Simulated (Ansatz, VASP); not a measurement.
Two plane-wave programs on Bi

```
Bi
1.0
     4.53900    0.00000    0.10213
    -2.26950    3.93089   -0.05106
     0.26615    0.00000   11.82900
Bi
2
Cartesian
  0.0665 2.6206 2.9572
  2.4691 1.3103 8.9228
```

Change from the starting cell: strain +0.0450 x Voigt [0, 0, 0, 0, 1, 0], atoms carried along.

Alike in both runs: task single point; functional LDA; k mesh 12 × 12 × 4; occupations gaussian, width 0.15 eV; no spin polarisation.

|  | VASP | Ansatz |
| --- | --- | --- |
| version | VASP 6.6.1 | Ansatz 0.2.0 |
| potentials or method | VASP PAW LDA potentials, release 64 (Bi_d), cutoff 520 eV | scalar-relativistic, plane waves, PAW |
| valence electrons in the cell | 30 | 30 |

Ansatz gave:

```
gap on the k mesh at the Fermi level (eV)                     : none
pressure (GPa)                                                : -3.6
traceless stress, the component that is largest in VASP (GPa) : 3.15
```

**Question.** What did VASP give for the same quantities?

**Answer.** gap on the k mesh at the Fermi level (eV): none; pressure (GPa): -3.7; traceless stress, the component that is largest in VASP (GPa): 3.15.

LDA's correlation is that of Perdew and Zunger in VASP and of Perdew and Wang (1992) in Ansatz. A gap of «none» marks a metal or a gap that the smearing closes.

Neither program's run includes spin-orbit coupling.
